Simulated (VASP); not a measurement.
# Pt (Immm) in VASP: single point with r2SCAN

Aim: the single point of Pt with r2SCAN.

Everything below comes from runs of VASP 6.6.1. Logs are shortened: lines on timing, memory, paths and dates and some standing lists are left out, and cuts for length are marked.

### Step 1. The cell of the first run

Symmetry: Immm, No. 71, orthorhombic system. Conventional cell: a = 2.758 Å, b = 2.814 Å, c = 3.940 Å, α = 90.00°, β = 90.00°, γ = 90.00°. Within 3.6 Å of Pt (site symmetry mmm) lie 12 Pt at 2.76 to 2.81 Å.

### Step 2. Single point, r2SCAN (strain -0.0200 x Voigt [0, 0, 0, 1, 0, 0])

Input file POSCAR:

```
Pt
1.0
    0.0000000000      1.9504092773      1.9504092773
    1.9701103811     -0.0197011038      1.9701103811
    1.9701103811      1.9701103811     -0.0197011038
Pt
1
Direct
    0.0000000000      0.0000000000      0.0000000000
```

Input file INCAR.step1:

```
PREC     = Accurate       # precision mode
ENCUT    = 550            # plane-wave cutoff, eV
ISMEAR   = 0              # smearing method
SIGMA    = 0.15           # smearing width, eV
LREAL    = F              # projectors in reciprocal space
LASPH    = T              # aspherical terms in the spheres
NELM     = 120            # most SCF steps
NBANDS   = 11             # bands
GGA      = PE             # functional
ALGO     = Normal         # electronic algorithm
EDIFF    = 1E-5           # SCF threshold, eV
LWAVE    = T              # write WAVECAR
LCHARG   = F              # write CHGCAR
GGA_COMPAT= F
```

Input file INCAR.step2:

```
PREC     = Accurate       # precision mode
ENCUT    = 550            # plane-wave cutoff, eV
EDIFF    = 1E-6           # SCF threshold, eV
ISMEAR   = 0              # smearing method
SIGMA    = 0.15           # smearing width, eV
LREAL    = F              # projectors in reciprocal space
LASPH    = T              # aspherical terms in the spheres
NELM     = 120            # most SCF steps
ALGO     = Normal         # electronic algorithm
ISIF     = 2              # what is computed and relaxed
LWAVE    = F              # write WAVECAR
LCHARG   = F              # write CHGCAR
METAGGA  = R2SCAN         # meta-GGA
LMIXTAU  = T            
NBANDS   = 11             # bands
ISTART   = 1            
GGA_COMPAT= F
```

Input file KPOINTS:

```
Automatic mesh
0
Gamma
  26 26 26
```

Potentials or basis: VASP PAW PBE potentials, release 64 (Pt).

Command:

```sh
cat potpaw_PBE.64/Pt/POTCAR > POTCAR
cp INCAR.step1 INCAR
mpirun -np 1 vasp_std > vasp.out
cp INCAR.step2 INCAR
mpirun -np 1 vasp_std > vasp.out
```

OUTCAR:

```text
PREC = Accurate
   ENCUT = 550
   EDIFF = 1E-6
   ISMEAR = 0
   LREAL = F
   LASPH = T
   NELM = 120
   ISIF = 2
   METAGGA = R2SCAN
   ISTART = 1

 ion  position               nearest neighbor table
   1  0.000  0.000  0.000-

  LATTYP: Found a body centered orthorhombic cell.
 ALAT       =     2.7582952521
 B/A-ratio  =     1.0202020202
 C/A-ratio  =     1.4284985478

  Lattice vectors:

 A1 = (  -1.9701103811,   0.0197011038,  -1.9701103811)
 A2 = (  -1.9701103811,  -0.0197011038,   1.9701103811)
 A3 = (   1.9701103811,   1.9701103811,  -0.0197011038)

Analysis of symmetry for initial positions (statically):
=====================================================================
 Subroutine PRICEL returns:
 Original cell was already a primitive cell.

 Routine SETGRP: Setting up the symmetry group for a
 body centered orthorhombic supercell.

 Subroutine GETGRP returns: Found  8 space group operations
 (whereof  8 operations were pure point group operations)
 out of a pool of  8 trial point group operations.

The static configuration has the point symmetry D_2h.

Analysis of symmetry for dynamics (positions and initial velocities):
=====================================================================
 Subroutine PRICEL returns:
 Original cell was already a primitive cell.

 Routine SETGRP: Setting up the symmetry group for a
 body centered orthorhombic supercell.

 Subroutine GETGRP returns: Found  8 space group operations
 (whereof  8 operations were pure point group operations)
 out of a pool of  8 trial point group operations.

The dynamic configuration has the point symmetry D_2h.

 Subroutine INISYM returns: Found  8 space group operations
 (whereof  8 operations are pure point group operations),
 and found     1 'primitive' translations

----------------------------------------------------------------------------------------

                                     Primitive cell

  volume of cell :      15.2918

  direct lattice vectors                    reciprocal lattice vectors
     0.000000000  1.950409277  1.950409277    -0.253792886  0.256356451  0.256356451
     1.970110381 -0.019701104  1.970110381     0.253792886 -0.251280085  0.251280085
     1.970110381  1.970110381 -0.019701104     0.253792886  0.251280085 -0.251280085

  length of vectors
     2.758295252  2.786226473  2.786226473     0.442547273  0.436685461  0.436685461

  position of ions in fractional coordinates (direct lattice)
     0.000000000  0.000000000  0.000000000

  ion indices of the primitive-cell ions
   primitive index   ion index
[... 81 lines left out ...]
   POTIM  = 0.5000    time-step for ionic-motion
   TEBEG  =    0.0;   TEEND  =   0.0 temperature during run
   PSTRESS=    0.0 pullay stress
   NELECT =      10.0000    total number of electrons
   NUPDOWN=      -1.0000    fix difference up-down
   EMIN   =  10.00;   EMAX   =-10.00  energy-range for DOS
   EFERMI =   0.00;   METHOD = LEGACY
   ISMEAR =     0;   SIGMA  =   0.15  broadening in eV -4-tet -1-fermi 0-gaus
   EFERMI_NEDOS =   21; number of points for ismear=-14 and -15
   IALGO  =     38    algorithm
   IMIX   =      4    mixing-type and parameters
     AMIX     =   0.40;   BMIX     =  1.00
     AMIX_MAG =   1.60;   BMIX_MAG =  1.00
  volume/ion in A,a.u.               =      15.29       103.19
  Fermi-wavevector in a.u.,A,eV,Ry     =   1.420983  2.685268 27.472768  2.019191
  Thomas-Fermi vector in A             =   2.541840
   LORBIT       =      0    0 simple, 1 ext, 2 COOP (PROOUT), +10 PAW based schemes
   METAGGA = R2SCAN    functional components
   LHFCALC =     F    Hartree Fock is set to
   AEXX    =    0.0000 exact exchange contribution
   IVDW    =     0    specifies the selected vdW correction
   LEPSILON=     F    determine dielectric tensor
   LRPA    =     F    only Hartree local field effects (RPA)
 non-spin polarized calculation
 Gauss-broadening in eV      SIGMA  =   0.15
  energy-cutoff  :      550.00
  volume of cell :       15.29
 maximum number of plane-waves:       464
 NGX is ok and might be reduce to    24
   NGX = 11   NGY = 11   NGZ = 11

 number of electron      10.0000001 magnetization

 Free energy of the ion-electron system (eV)
  ---------------------------------------------------
  ext. energy  EPLUGINS =         0.00000000
  ---------------------------------------------------
  free energy    TOTEN  =       -51.50876135 eV

  energy without entropy =      -51.48762731  energy(sigma->0) =      -51.49819433

 E-fermi :  10.7440     XC(G=0): -14.5366

 val. band max:       10.7435697820   @ k =  -0.4615   0.0385   0.0385
 cond. band min:      10.7448097979   @ k =   0.1154   0.5000   0.0000
 fundamental gap:      0.0012400159
 Fermi energy:        10.7439670715

 k-point     1 :       0.0000    0.0000    0.0000
  band No.  band energies     occupation
      1       0.4150      2.00000
      2       6.8028      2.00000
      3       6.9064      2.00000
      4       7.0418      2.00000
      5       9.0398      2.00000
      6       9.0438      2.00000
      7      26.2647      0.00000
      8      31.0212      0.00000
      9      31.3675      0.00000
     10      31.7084      0.00000
     11      37.1836      0.00000
[... 309 lines left out ...]
 k-point    24 :       0.3462    0.0385   -0.0000
  band No.  band energies     occupation
      1       3.2692      2.00000
      2       6.9610      2.00000
      3       7.2420      2.00000
      4       7.4393      2.00000
      5       9.7915      2.00000
      6      10.0817      2.00000
      7      21.7634      0.00000
      8      27.1339      0.00000
      9      32.1454      0.00000
     10      33.1868      0.00000
     11      36.8427      0.00000

 [... further k-points ...]

------------------------ aborting loop because EDIFF is reached ----------------------------------------

  FORCE on cell =-STRESS in cart. coord.  units (eV):
  Direction    XX          YY          ZZ          XY          YZ          ZX
  --------------------------------------------------------------------------------------
  -------------------------------------------------------------------------------------
  Total        0.0614964      0.0973307      0.0973307      0.0000000      0.1223485      0.0000000
  in kB        6.4432083     10.1977014     10.1977014      0.0000000     12.8189050      0.0000000
  external PRESSURE =       8.9462037 kB  Pullay stress =       0.0000000 kB

 VOLUME and BASIS-vectors are now :
 -----------------------------------------------------------------------------
  energy-cutoff  :      550.00
  volume of cell :       15.29
      direct lattice vectors                 reciprocal lattice vectors
     0.000000000  1.950409277  1.950409277    -0.253792886  0.256356451  0.256356451
     1.970110381 -0.019701104  1.970110381     0.253792886 -0.251280085  0.251280085
     1.970110381  1.970110381 -0.019701104     0.253792886  0.251280085 -0.251280085

 POSITION                                       TOTAL-FORCE (eV/Angst)
 -----------------------------------------------------------------------------------
      0.00000      0.00000      0.00000         0.000000      0.000000      0.000000
 -----------------------------------------------------------------------------------
    total drift:                               -0.000000      0.000000      0.000000

  FREE ENERGIE OF THE ION-ELECTRON SYSTEM (eV)
  ---------------------------------------------------
  free  energy   TOTEN  =       -51.5087613539 eV

  energy  without entropy=      -51.4876273110  energy(sigma->0) =      -51.49819433
```

Run time: 34 min. Hardware: 1 thread of AMD EPYC 9755, shared host; peak memory 0.5 GiB.

What came out:

```
Free energy            : -51.5088 eV
Pressure               : 0.9 GPa
Band gap on the k mesh : zero (bands 5 and 6 overlap by 2.37 eV)
```

Caveat: the cell differs from its parent crystal (strain -0.0200 x Voigt [0, 0, 0, 1, 0, 0]); the PAW data sets were made with another functional, which shifts forces and pressure a little; spin-orbit coupling is left out, which moves the levels of the heavy elements.
